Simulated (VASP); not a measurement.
# ZrTa3Nb (Pm-3m) in VASP: a series of runs, part 2 of 2

VASP 6.6.1. The steps go on from the part before.

### Step 3. Single point, PBE

This run uses another cell than the first one, of 22.61 Å³/atom.

Input file INCAR:

```
PREC = Accurate
ENCUT = 520
EDIFF = 1E-7
ISMEAR = 0
SIGMA = 0.1
LREAL = F
LASPH = T
NELM = 80
ALGO = Fast
ISIF = 2
LWAVE = F
LCHARG = F
GGA = PE
NBANDS = 37
```

Input file KPOINTS:

```
regular mesh
0
Gamma
  4 4 4
```

Input file POSCAR:

```
ZrTa3Nb
1.0
    4.8351988723      0.0000000000      0.0000000000
    0.0000000000      4.8351988723      0.0000000000
    0.0000000000      0.0000000000      4.8351988723
Zr Ta Nb
1 3 1
Direct
    0.5000000000      0.5000000000      0.5000000000
    0.0000000000      0.5000000000      0.5000000000
    0.5000000000      0.0000000000      0.5000000000
    0.5000000000      0.5000000000      0.0000000000
    0.0000000000      0.0000000000      0.0000000000
```

Potentials or basis: VASP PAW PBE potentials, release 64 (Zr_sv, Ta_pv, Nb_sv).

Command:

```
$ cat potpaw_PBE.64/Zr_sv/POTCAR potpaw_PBE.64/Ta_pv/POTCAR potpaw_PBE.64/Nb_sv/POTCAR > POTCAR
$ mpirun -np 1 vasp_std > vasp.out
```

OUTCAR:

```text
PREC = Accurate
   ENCUT = 520
   EDIFF = 1E-7
   ISMEAR = 0
   LREAL = F
   LASPH = T
   NELM = 80
   ISIF = 2
   GGA = PE

 ion  position               nearest neighbor table
   1  0.500  0.500  0.500-   2 2.42   3 2.42   4 2.42   4 2.42   3 2.42   2 2.42
   2  0.000  0.500  0.500-   1 2.42   1 2.42   4 3.42   4 3.42   3 3.42   3 3.42   3 3.42   4 3.42
                             4 3.42   3 3.42
   3  0.500  0.000  0.500-   1 2.42   1 2.42   4 3.42   4 3.42   2 3.42   2 3.42   4 3.42   4 3.42
                             2 3.42   2 3.42
   4  0.500  0.500  0.000-   1 2.42   1 2.42   3 3.42   2 3.42   2 3.42   3 3.42   3 3.42   3 3.42
                             2 3.42   2 3.42
   5  0.000  0.000  0.000-

  LATTYP: Found a simple cubic cell.
 ALAT       =     4.8351988723

  Lattice vectors:

 A1 = (   4.8351988723,   0.0000000000,   0.0000000000)
 A2 = (   0.0000000000,   4.8351988723,   0.0000000000)
 A3 = (   0.0000000000,   0.0000000000,   4.8351988723)

Analysis of symmetry for initial positions (statically):
=====================================================================
 Subroutine PRICEL returns:
 Original cell was already a primitive cell.

 Routine SETGRP: Setting up the symmetry group for a
 simple cubic supercell.

 Subroutine GETGRP returns: Found 48 space group operations
 (whereof 48 operations were pure point group operations)
 out of a pool of 48 trial point group operations.

The static configuration has the point symmetry O_h .

Analysis of symmetry for dynamics (positions and initial velocities):
=====================================================================
 Subroutine PRICEL returns:
 Original cell was already a primitive cell.

 Routine SETGRP: Setting up the symmetry group for a
 simple cubic supercell.

 Subroutine GETGRP returns: Found 48 space group operations
 (whereof 48 operations were pure point group operations)
[... 113 lines left out ...]
     AMIX_MAG =   1.60;   BMIX_MAG =  1.00
  volume/ion in A,a.u.               =      22.61       152.57
  Fermi-wavevector in a.u.,A,eV,Ry     =   1.310599  2.476673 23.370314  1.717670
  Thomas-Fermi vector in A             =   2.441118
   LORBIT       =      0    0 simple, 1 ext, 2 COOP (PROOUT), +10 PAW based schemes
   GGA     = PE    functional components
   LHFCALC =     F    Hartree Fock is set to
   AEXX    =    0.0000 exact exchange contribution
   IVDW    =     0    specifies the selected vdW correction
   LEPSILON=     F    determine dielectric tensor
   LRPA    =     F    only Hartree local field effects (RPA)
 non-spin polarized calculation
 RMM-DIIS sequential band-by-band and
 Gauss-broadening in eV      SIGMA  =   0.10
  energy-cutoff  :      520.00
  volume of cell :      113.04
 maximum number of plane-waves:      3112
 NGX is ok and might be reduce to    36
   NGX = 17   NGY = 17   NGZ = 17

 number of electron      57.9999993 magnetization

 Free energy of the ion-electron system (eV)
  ---------------------------------------------------
  ext. energy  EPLUGINS =         0.00000000
  ---------------------------------------------------
  free energy    TOTEN  =       -44.69617767 eV

  energy without entropy =      -44.66124217  energy(sigma->0) =      -44.67870992

 E-fermi :   5.7800     XC(G=0): -11.2307

 val. band max:        5.7593071494   @ k =   0.2500   0.2500   0.0000
 cond. band min:       5.8556719837   @ k =   0.2500   0.2500   0.0000
 fundamental gap:      0.0963648343
 Fermi energy:         5.7799792704

 k-point     1 :       0.0000    0.0000    0.0000
  band No.  band energies     occupation
      1     -49.7265      2.00000
      2     -41.2813      2.00000
      3     -29.1806      2.00000
      4     -29.1806      2.00000
      5     -29.1806      2.00000
      6     -28.6911      2.00000
[... 389 lines left out ...]
     36       9.1950      0.00000
     37       9.2242      0.00000

------------------------ aborting loop because EDIFF is reached ----------------------------------------

  FORCE on cell =-STRESS in cart. coord.  units (eV):
  Direction    XX          YY          ZZ          XY          YZ          ZX
  --------------------------------------------------------------------------------------
  -------------------------------------------------------------------------------------
  Total        0.2619433      0.2619433      0.2619433      0.0000000      0.0000000      0.0000000
  in kB        3.7125717      3.7125717      3.7125717      0.0000000      0.0000000      0.0000000
  external PRESSURE =       3.7125717 kB  Pullay stress =       0.0000000 kB

 VOLUME and BASIS-vectors are now :
 -----------------------------------------------------------------------------
  energy-cutoff  :      520.00
  volume of cell :      113.04
      direct lattice vectors                 reciprocal lattice vectors
     4.835198872  0.000000000  0.000000000     0.206816726  0.000000000  0.000000000
     0.000000000  4.835198872  0.000000000     0.000000000  0.206816726  0.000000000
     0.000000000  0.000000000  4.835198872     0.000000000  0.000000000  0.206816726

 POSITION                                       TOTAL-FORCE (eV/Angst)
 -----------------------------------------------------------------------------------
      2.41760      2.41760      2.41760         0.000000      0.000000      0.000000
      0.00000      2.41760      2.41760         0.000000      0.000000      0.000000
      2.41760      0.00000      2.41760         0.000000      0.000000      0.000000
      2.41760      2.41760      0.00000         0.000000      0.000000      0.000000
      0.00000      0.00000      0.00000         0.000000      0.000000      0.000000
 -----------------------------------------------------------------------------------
    total drift:                                0.000000      0.000000      0.000000

  FREE ENERGIE OF THE ION-ELECTRON SYSTEM (eV)
  ---------------------------------------------------
  free  energy   TOTEN  =       -44.6961776669 eV

  energy  without entropy=      -44.6612421686  energy(sigma->0) =      -44.67870992
```

It took 1.8 min on 1 thread of Oxide Virtual Turin-like, shared host; peak memory 0.19 GiB.

What came out:

* Free energy: -44.6962 eV
* Pressure: 0.4 GPa
* Band gap on the k mesh: zero (bands 29 and 30 overlap by 0.13 eV)

Levels at points of the mesh, in eV from the Fermi level:
| k point | band 27 | band 28 | band 29 | band 30 | band 31 | band 32 |
| --- | --- | --- | --- | --- | --- | --- |
| (0.00, 0.00, 0.00) | -0.44 | -0.44 | -0.44 | 1.63 | 1.63 | 1.63 |
| (0.50, 0.00, 0.00) | -0.92 | -0.92 | -0.13 | 0.56 | 1.04 | 1.04 |
| (0.50, 0.50, 0.00) | -0.52 | -0.36 | -0.36 | 0.71 | 0.73 | 0.89 |
| (0.50, 0.50, 0.50) | -0.08 | 0.10 | 0.10 | 0.97 | 0.97 | 0.97 |

Caveat: spin-orbit coupling is left out, which moves the levels of the heavy elements.

### Step 4. Relaxation of cell and atoms, PBE

Input file INCAR:

```
SYSTEM = ZrTa3Nb
PREC     = Accurate       ! precision mode
ENCUT    = 600            ! plane-wave cutoff, eV
EDIFF    = 1E-6           ! SCF threshold, eV
ISMEAR   = 0              ! smearing method
SIGMA    = 0.1            ! smearing width, eV
LREAL    = .False.        ! projectors in reciprocal space
LASPH    = .True.         ! aspherical terms in the spheres
NELM     = 100            ! most SCF steps
ALGO     = Fast           ! electronic algorithm
ISIF     = 3              ! what is computed and relaxed
LWAVE    = .False.        ! write WAVECAR
LCHARG   = .False.        ! write CHGCAR
GGA      = PE             ! functional
IBRION   = 2              ! ionic algorithm
NSW      = 90             ! ionic steps
EDIFFG   = -0.04          ! ionic threshold
```

Input file KPOINTS:

```
regular mesh
0
Gamma
  4 4 4
  0 0 0
```

POSCAR, as its differences from that of step 3:

```diff
@@ -2,5 +2,5 @@
 1.0
-    4.8351988723      0.0000000000      0.0000000000
-    0.0000000000      4.8351988723      0.0000000000
-    0.0000000000      0.0000000000      4.8351988723
+    4.2701804910      0.0000000000      0.0000000000
+    0.0000000000      4.2701804910      0.0000000000
+    0.0000000000      0.0000000000      4.2701804910
 Zr Ta Nb
```

Command:

```
$ cat potpaw_PBE.64/Zr_sv/POTCAR potpaw_PBE.64/Ta_pv/POTCAR potpaw_PBE.64/Nb_sv/POTCAR > POTCAR
$ mpirun -np 1 vasp_std > vasp.out
```

Wall time 19 min (1 thread of Oxide Virtual Turin-like, shared host); peak memory 0.19 GiB.

The run converged. Its results:

| Item | Value |
| --- | --- |
| Free energy | -44.6831 eV |
| Relaxed volume | 22.64 Å³/atom |
| Relaxed cell | a = 4.838 Å, b = 4.838 Å, c = 4.838 Å, α = 90.00°, β = 90.00°, γ = 90.00° |
| Space group after relaxing (to 0.1 Å) | Pm-3m (No. 221) |
| Pressure after relaxing | 0.2 GPa |
| Band gap on the k mesh | zero (bands 29 and 30 overlap by 0.13 eV) |

Final structure:
```cif
data_structure
_symmetry_space_group_name_H-M 'P 1'
_symmetry_Int_Tables_number 1
_cell_length_a 4.8377
_cell_length_b 4.8377
_cell_length_c 4.8377
_cell_angle_alpha 90.000
_cell_angle_beta 90.000
_cell_angle_gamma 90.000
_cell_volume 113.22
loop_
_atom_site_label
_atom_site_type_symbol
_atom_site_fract_x
_atom_site_fract_y
_atom_site_fract_z
_atom_site_occupancy
Zr1 Zr 0.50000 0.50000 0.50000 1
Ta1 Ta 0.00000 0.50000 0.50000 1
Ta2 Ta 0.50000 0.00000 0.50000 1
Ta3 Ta 0.50000 0.50000 0.00000 1
Nb1 Nb 0.00000 0.00000 0.00000 1
```

Levels at points of the mesh, in eV from the Fermi level:
| k point | band 27 | band 28 | band 29 | band 30 | band 31 | band 32 |
| --- | --- | --- | --- | --- | --- | --- |
| (0.00, 0.00, 0.00) | -0.43 | -0.43 | -0.43 | 1.63 | 1.63 | 1.63 |
| (0.50, 0.00, 0.00) | -0.92 | -0.92 | -0.13 | 0.56 | 1.03 | 1.03 |
| (0.50, 0.50, 0.00) | -0.52 | -0.36 | -0.36 | 0.71 | 0.73 | 0.90 |
| (0.50, 0.50, 0.50) | -0.08 | 0.10 | 0.10 | 0.96 | 0.96 | 0.96 |

Caveat: the k points lie up to 0.32 Å⁻¹ apart in the final cell; the volume moved by over 15 % at a fixed basis, so the end points are rough; spin-orbit coupling is left out, which moves the levels of the heavy elements.

### Step 5. The runs side by side

```csv
task,cell,cutoff (eV),gap on the mesh (eV),pressure (GPa)
single point,"a = 4.270 Å, 5 atoms",520,none,93.8
single point,"a = 4.835 Å, 5 atoms",520,none,0.4
relaxation of cell and atoms,"relaxed from a = 4.270 Å, 5 atoms",600,none,0.2
```

Alike in all rows: level PBE; potentials or basis VASP PAW PBE potentials, release 64 (Zr_sv, Ta_pv, Nb_sv); no spin polarisation; k mesh 4 × 4 × 4; smearing gaussian 0.1 eV.

Caveats: some runs use coarse meshes; spin-orbit coupling is left out, which moves the levels of the heavy elements; the volume moved by over 15 % at a fixed basis, so the end points are rough (at least some runs).

Total energies depend on the potentials used, so only differences within one code and one set of settings carry meaning.

The gap in the log of VASP goes by the Fermi energy; the results here count the filled bands.